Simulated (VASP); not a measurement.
C, 1 atom in the cell. It takes space group Fm-3m (No. 225, cubic). The conventional cell has a = 3.098 Å, b = 3.098 Å, c = 3.098 Å, α = 90.00°, β = 90.00°, γ = 90.00°. C (site symmetry m-3m) has 12 C at 2.19 Å within 2.9 Å. 

```yaml
Program: VASP 6.6.1
Task: single point
Functional: r2SCAN
Potentials_or_basis: VASP PAW PBE potentials, release 64 (C)
Cutoff: 520 eV
k_mesh: 30 × 30 × 30
Occupations: gaussian, width 0.1 eV
Spin: no spin polarisation
Dipole_correction: no
Further_INCAR_settings: ALGO = Normal; EDIFF = 1e-06; NBANDS = 8
```

Potentials or basis: VASP PAW PBE potentials, release 64 (C).

Command:

```sh
$ cat potpaw_PBE.64/C/POTCAR > POTCAR
$ cp INCAR.step1 INCAR
$ mpirun -np 1 vasp_std > vasp.out
$ cp INCAR.step2 INCAR
$ mpirun -np 1 vasp_std > vasp.out
```

Hardware: 1 thread of AMD EPYC 9R45 96-Core Processor (Zen 5), on a shared host.

Q: Estimate the wall time of this run.

A: It took 80 s on 1 thread of AMD EPYC 9R45 96-Core Processor (Zen 5), with other jobs on the host, peak memory 0.11 GiB. Counts: k points 752.
